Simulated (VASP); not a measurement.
A run of VASP 6.6.1 is set up as follows.

The input INCAR:

```
SYSTEM = Ga2PN
PREC = Accurate
ENCUT = 520
EDIFF = 1E-6
ISMEAR = -1
SIGMA = 0.02
LREAL = .FALSE.
LASPH = .TRUE.
NELM = 80
ALGO = Normal
ISIF = 2
LWAVE = .FALSE.
LCHARG = .FALSE.
GGA = PE
NBANDS = 26
```

The input KPOINTS:

```
Automatic mesh
0
G
  6 6 6
  0 0 0
```

Contents of POSCAR:

```
Ga2PN
1.0
    1.6262522751      0.9389171887      5.6465979936
   -1.6262522751      0.9389171887      5.6465979936
    0.0000000000     -1.8778343777      5.6465979936
N P Ga
1 1 2
Direct
    1.0000000000      0.0000000000      0.0000000000
    0.5000000000      0.5000000000      0.5000000000
    0.2629671295      0.2629671295      0.2629671295
    0.7370328705      0.7370328705      0.7370328705
```

Potentials or basis: VASP PAW PBE potentials, release 64 (N, P, Ga_d).

Command:

```console
$ cat potpaw_PBE.64/N/POTCAR potpaw_PBE.64/P/POTCAR potpaw_PBE.64/Ga_d/POTCAR > POTCAR
$ mpirun -np 1 vasp_std > vasp.out
```

Question: Predict the largest force.

Answer: 0.139 eV/Å.

Question: Predict the pressure.

Answer: 4.7 GPa.

Forces in eV/Å, atoms in the order of the input:
```
N    0.000  0.000  0.000
P    0.000  0.000  0.000
Ga   0.000  0.000  0.139
Ga   0.000  0.000 -0.139
```

Caveat: the k points lie up to 0.38 Å⁻¹ apart.
